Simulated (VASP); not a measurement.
## Te2Pb: single point with r2SCAN

Crystal: Te2Pb.

```
Pb Te
1.0
     2.12700    1.22802    6.26421
    -2.12700    1.22802    6.26421
     0.00000   -2.45604    6.26421
Pb Te
1 2
Direct
  0.00000 0.00000 0.00000
  0.22975 0.22975 0.22975
  0.77025 0.77025 0.77025
```

| Property | Result |
| --- | --- |
| Program | VASP 6.6.1 |
| Task | single point |
| Functional | r2SCAN |
| Potentials or basis | VASP PAW PBE potentials, release 64 (Pb_d, Te) |
| Cutoff | 520 eV |
| k mesh | 6 × 6 × 6 |
| Occupations | fermi-dirac, width 0.02 eV |
| Spin | no spin polarisation |

| Quantity | Value |
| --- | --- |
| Pressure | 0.9 GPa |
| Largest force | 0.007 eV/Å |
| Band gap on the k mesh | zero (bands 13 and 14 overlap by 0.89 eV) |

Forces on the atoms (eV/Å):
```
Pb   0.000  0.000  0.000
Te   0.000  0.000 -0.007
Te   0.000  0.000  0.007
```

Stress tensor (GPa, compression positive):
```
0.98 0.00 0.00
0.00 0.98 0.00
0.00 0.00 0.87
```

Levels at points of the mesh, in eV from the Fermi level:
```tsv
k point	band 9	band 10	band 11	band 12	band 13	band 14	band 15	band 16	band 17	band 18
(0.00, 0.00, 0.00)	-1.03	-1.03	-0.91	-0.44	-0.39	-0.39	3.12	3.12	3.48	7.03
(0.50, 0.00, 0.00)	-4.52	-2.87	-2.85	-1.87	-1.69	0.43	2.42	4.86	5.12	6.37
(0.50, 0.50, 0.00)	-4.90	-2.80	-2.36	-1.79	0.08	0.14	2.63	3.02	4.26	4.50
(0.50, 0.50, 0.50)	-3.09	-1.38	-1.38	0.04	0.04	1.87	2.91	3.31	3.31	4.83
```

It took 12 min on 1 thread of Intel Xeon 8259CL (shared host), peak memory 0.42 GiB.

Caveat: the PAW data sets were made with another functional, which shifts forces and pressure a little; spin-orbit coupling is left out, which moves the levels of the heavy elements.
